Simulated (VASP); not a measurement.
Input of a VASP 6.6.1 run:

INCAR

```
SYSTEM = Ca2SnN
PREC     = Accurate       ! precision mode
ENCUT    = 600            ! plane-wave cutoff, eV
EDIFF    = 1E-6           ! SCF threshold, eV
ISMEAR   = 0              ! smearing method
SIGMA    = 0.1            ! smearing width, eV
LREAL    = .FALSE.        ! projectors in reciprocal space
LASPH    = .TRUE.         ! aspherical terms in the spheres
NELM     = 100            ! most SCF steps
ALGO     = Normal         ! electronic algorithm
ISIF     = 3              ! what is computed and relaxed
LWAVE    = .FALSE.        ! write WAVECAR
LCHARG   = .FALSE.        ! write CHGCAR
GGA      = PE             ! functional
IBRION   = 2              ! ionic algorithm
NSW      = 90             ! ionic steps
EDIFFG   = -0.04          ! ionic threshold
```

KPOINTS

```
Automatic mesh
0
G
  4 4 6
  0 0 0
```

POSCAR

```
Ca2SnN
1.0
    2.6735165100     -2.9667121900      0.0000000000
    2.6735165100      2.9667121900      0.0000000000
    0.0000000000      0.0000000000      3.4048949900
Ca Sn N
2 1 1
Direct
    0.0000000000      0.0000000000      0.5000000000
    0.0000000000      0.0000000000      0.0000000000
    0.5000000000      0.5000000000      0.5000000000
    0.5000000000      0.5000000000      0.0000000000
```

Potentials or basis: VASP PAW PBE potentials, release 64 (Ca_sv, Sn_d, N).

Launch:

```bash
$ cat potpaw_PBE.64/Ca_sv/POTCAR potpaw_PBE.64/Sn_d/POTCAR potpaw_PBE.64/N/POTCAR > POTCAR
$ mpirun -np 1 vasp_std > vasp.out
```

(1) What does it give for the relaxed volume?

(2) What does it give for the relaxed cell?

(3) Estimate the space group after relaxing (to 0.1 Å).

(4) Estimate the band gap on the k mesh.

## Answers

(1) 23.36 Å³/atom.

(2) a = 4.000 Å, b = 4.000 Å, c = 5.841 Å, α = 90.00°, β = 90.00°, γ = 90.08°.

(3) P4/mmm (No. 123).

(4) zero (an odd number of electrons rules out a gap without spin polarisation).

Caveat: the k points lie up to 0.39 Å⁻¹ apart in the final cell, too coarse for converged energies and pressures of a metal; the volume moved by over 15 % at a fixed basis, so the end points are rough; spin-orbit coupling is left out, which moves the levels of the heavy elements.
